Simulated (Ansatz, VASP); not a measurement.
# Be2Ir in VASP and in Ansatz

```
Be Ir
1.0
     3.61448    0.00000    0.00000
    -1.80724    3.13023    0.00000
     0.00000    0.00000    2.67126
Be Ir
2 1
Direct
  0.33333 0.66667 0.50000
  0.66667 0.33333 0.50000
  0.00000 0.00000 0.00000
```

Alike in both runs: functional PBE; k mesh 6 × 6 × 6; occupations gaussian, width 0.1 eV; no spin polarisation.

Ansatz relaxed the structure, and its values are those at the end. VASP's run is a single point on that final structure, the one shown.

|  | VASP | Ansatz |
| --- | --- | --- |
| version | VASP 6.6.1 | Ansatz 0.2.0 |
| potentials or method | VASP PAW PBE potentials, release 64 (Be, Ir), cutoff 520 eV | scalar-relativistic, plane waves, PAW |
| valence electrons in the cell | 13 | 21 |

|  | VASP | Ansatz | Ansatz less VASP |
| --- | --- | --- | --- |
| gap on the k mesh at the Fermi level (eV) | none | none | - |
| pressure (GPa) | 0.4 | 0.1 | -0.27 |

A gap of «none» marks a metal or a gap that the smearing closes. VASP's potentials hold 13 valence electrons a cell and Ansatz's 21, so a difference there can come from the potentials and not from the codes.

The k mesh is coarse, so the values compare programs but aren't converged. Spin-orbit coupling is off throughout.
